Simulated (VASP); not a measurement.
# Zr4Cl (Pm-3m) in VASP: notebook, part 2 of 2

VASP 6.6.1. The steps go on from the part before.

### Step 5. Relaxation of cell and atoms, PBE

Input file INCAR:

```
PREC = Accurate
ENCUT = 600
EDIFF = 1E-6
ISMEAR = 0
SIGMA = 0.1
LREAL = False
LASPH = True
NELM = 60
ALGO = Normal
ISIF = 3
LWAVE = False
LCHARG = False
GGA = PE
IBRION = 2
NSW = 90
EDIFFG = -0.04
```

Input file KPOINTS:

```
regular mesh
0
Gamma
  4 4 4
```

Input file POSCAR:

```
Zr4Cl
1.0
    4.5351722900      0.0000000000      0.0000000000
    0.0000000000      4.5351722900      0.0000000000
    0.0000000000      0.0000000000      4.5351722900
Zr Cl
4 1
Direct
    0.5000000000      0.0000000000      0.0000000000
    0.0000000000      0.5000000000      0.0000000000
    0.0000000000      0.0000000000      0.5000000000
    0.5000000000      0.5000000000      0.5000000000
    0.0000000000      0.0000000000      0.0000000000
```

Potentials or basis: VASP PAW PBE potentials, release 64 (Zr_sv, Cl).

Run with:

```
> cat potpaw_PBE.64/Zr_sv/POTCAR potpaw_PBE.64/Cl/POTCAR > POTCAR
> mpirun -np 1 vasp_std > vasp.out
```

OUTCAR:

```text
PREC = Accurate
   ENCUT = 600
   EDIFF = 1E-6
   ISMEAR = 0
   LREAL = False
   LASPH = True
   NELM = 60
   ISIF = 3
   GGA = PE
   IBRION = 2
   NSW = 90
   EDIFFG = -0.04

 ion  position               nearest neighbor table
   1  0.500  0.000  0.000-   5 2.27   5 2.27   4 3.21   2 3.21   3 3.21   4 3.21   2 3.21   4 3.21
                             4 3.21   2 3.21   3 3.21   3 3.21   3 3.21   2 3.21
   2  0.000  0.500  0.000-   5 2.27   5 2.27   4 3.21   1 3.21   3 3.21   4 3.21   1 3.21   3 3.21
                             3 3.21   3 3.21   1 3.21   4 3.21   4 3.21   1 3.21
   3  0.000  0.000  0.500-   5 2.27   5 2.27   4 3.21   1 3.21   1 3.21   2 3.21   2 3.21   2 3.21
                             4 3.21   2 3.21   1 3.21   4 3.21   1 3.21   4 3.21
   4  0.500  0.500  0.500-   1 3.21   2 3.21   3 3.21   1 3.21   2 3.21   1 3.21   3 3.21   1 3.21
                             2 3.21   3 3.21   2 3.21   3 3.21
   5  0.000  0.000  0.000-   1 2.27   2 2.27   3 2.27   3 2.27   2 2.27   1 2.27

  LATTYP: Found a simple cubic cell.
 ALAT       =     4.5351722900

  Lattice vectors:

 A1 = (   4.5351722900,   0.0000000000,   0.0000000000)
 A2 = (   0.0000000000,   4.5351722900,   0.0000000000)
 A3 = (   0.0000000000,   0.0000000000,   4.5351722900)

Analysis of symmetry for initial positions (statically):
=====================================================================
 Subroutine PRICEL returns:
 Original cell was already a primitive cell.

 Routine SETGRP: Setting up the symmetry group for a
 simple cubic supercell.
[... 133 lines left out ...]
  Thomas-Fermi vector in A             =   2.498359
   LORBIT       =      0    0 simple, 1 ext, 2 COOP (PROOUT), +10 PAW based schemes
   GGA     = PE    functional components
   LHFCALC =     F    Hartree Fock is set to
   AEXX    =    0.0000 exact exchange contribution
   IVDW    =     0    specifies the selected vdW correction
   LEPSILON=     F    determine dielectric tensor
   LRPA    =     F    only Hartree local field effects (RPA)
 conjugate gradient relaxation of ions
 non-spin polarized calculation
 Gauss-broadening in eV      SIGMA  =   0.10
  energy-cutoff  :      600.00
  volume of cell :       93.28
 maximum number of plane-waves:      3136
   NGX = 19   NGY = 19   NGZ = 19

--------------------------------------- Ionic step        1  -------------------------------------------

 number of electron      55.0000000 magnetization

 Free energy of the ion-electron system (eV)
  ---------------------------------------------------
  ext. energy  EPLUGINS =         0.00000000
  ---------------------------------------------------
  free energy    TOTEN  =       -35.02949763 eV

  energy without entropy =      -35.00186418  energy(sigma->0) =      -35.01568090

 E-fermi :  10.9770     XC(G=0): -11.7411

 val. band max:       10.8392868880   @ k =   0.5000   0.5000   0.2500
 cond. band min:      11.0036224079   @ k =   0.5000   0.2500   0.2500
 fundamental gap:      0.1643355198
 Fermi energy:        10.9770043985
[... 880 lines left out ...]
--------------------------------------- Ionic step        5  -------------------------------------------

 number of electron      55.0000000 magnetization

 Free energy of the ion-electron system (eV)
  ---------------------------------------------------
  ext. energy  EPLUGINS =         0.00000000
  ---------------------------------------------------
  free energy    TOTEN  =       -36.59889161 eV

  energy without entropy =      -36.56875803  energy(sigma->0) =      -36.58382482

 E-fermi :   8.8287     XC(G=0): -10.8632

 val. band max:        8.6602096504   @ k =   0.5000   0.5000   0.0000
 cond. band min:       8.8808778883   @ k =   0.2500   0.2500   0.2500
 fundamental gap:      0.2206682379
 Fermi energy:         8.8286802668
[... 390 lines left out ...]
  FREE ENERGIE OF THE ION-ELECTRON SYSTEM (eV)
  ---------------------------------------------------
  free  energy   TOTEN  =       -36.5988916108 eV

  energy  without entropy=      -36.5687580276  energy(sigma->0) =      -36.58382482

 reached required accuracy - stopping structural energy minimisation
```

OSZICAR:

```text
N       E                     dE             d eps       ncg     rms          rms(c)
DAV:   1     0.628882545272E+03    0.62888E+03   -0.31466E+04   660   0.184E+03
DAV:   2     0.190088845467E+02   -0.60987E+03   -0.60121E+03   750   0.510E+02
DAV:   3    -0.325680052770E+02   -0.51577E+02   -0.50991E+02  1055   0.115E+02
DAV:   4    -0.361930770846E+02   -0.36251E+01   -0.36144E+01   944   0.285E+01
[... 61 lines left out ...]
DAV:   5    -0.365988182877E+02   -0.54608E-04   -0.83025E-05   959   0.432E-02    0.386E-02
DAV:   6    -0.365988821464E+02   -0.63859E-04   -0.11428E-04   936   0.487E-02    0.156E-02
DAV:   7    -0.365988898185E+02   -0.76721E-05   -0.17475E-05   795   0.209E-02    0.347E-03
DAV:   8    -0.365988910893E+02   -0.12708E-05   -0.10923E-06   445   0.734E-03    0.139E-03
DAV:   9    -0.365988916108E+02   -0.52150E-06   -0.34501E-07   365   0.413E-03
   5 F= -.36598892E+02 E0= -.36583825E+02  d E =-.156939E+01
```

Run time: 3.6 min. Hardware: 1 thread of Oxide Virtual Turin-like, shared host; peak memory 0.19 GiB.

Results:

* Free energy: -36.5989 eV
* Relaxed volume: 22.53 Å³/atom
* Relaxed cell: a = 4.829 Å, b = 4.829 Å, c = 4.829 Å, α = 90.00°, β = 90.00°, γ = 90.00°
* Space group after relaxing (to 0.1 Å): Pm-3m (No. 221)
* Energy gained by relaxing: 313.9 meV/atom
* Ionic steps: 5
* Pressure after relaxing: 0.1 GPa
* Band gap on the k mesh: zero (an odd number of electrons rules out a gap without spin polarisation)

The path:
```
step  energy change (eV)  largest force (eV/Å)  pressure (GPa)  volume (Å³)
   1              0.0000                0.0000           30.52        93.28
   2              0.8757                0.0000          -16.23       149.95
   3             -1.5628                0.0000           -1.38       114.23
   4             -1.5691                0.0000           -0.32       113.06
   5             -1.5694                0.0000            0.07       112.64
```

Final structure:
```
Zr Cl
1.0
     4.82945    0.00000    0.00000
     0.00000    4.82945    0.00000
     0.00000    0.00000    4.82945
Zr Cl
4 1
Direct
  0.50000 0.00000 0.00000
  0.00000 0.50000 0.00000
  0.00000 0.00000 0.50000
  0.50000 0.50000 0.50000
  0.00000 0.00000 0.00000
```

Caveat: the volume moved by over 15 % at a fixed basis, so the end points are rough; an odd number of electrons without spin polarisation forces a metal; a magnetic or distorted state may lie lower.

### Step 6. Overview

```tsv
task	cell	k mesh	cutoff (eV)	gap on the mesh (eV)	pressure (GPa)
single point	a = 4.535 Å, 5 atoms	4 × 4 × 4	520	none	30.5
single point	a = 4.829 Å, 5 atoms	4 × 4 × 4	520	none	0.1
single point	a = 4.831 Å, 5 atoms	8 × 8 × 8	520	none	0.1
relaxation of cell and atoms	relaxed from a = 4.535 Å, 5 atoms	4 × 4 × 4	600	none	0.1
```

Alike in all rows: level PBE; potentials or basis VASP PAW PBE potentials, release 64 (Zr_sv, Cl); no spin polarisation; smearing gaussian 0.1 eV.

Caveats: an odd number of electrons without spin polarisation forces a metal; a magnetic or distorted state may lie lower; the cell stands under pressure (at least some runs); the volume moved by over 15 % at a fixed basis, so the end points are rough (at least some runs).

Absolute energies hang on the potentials; compare differences alone.

The gap in the log of VASP goes by the Fermi energy; the results here count the filled bands.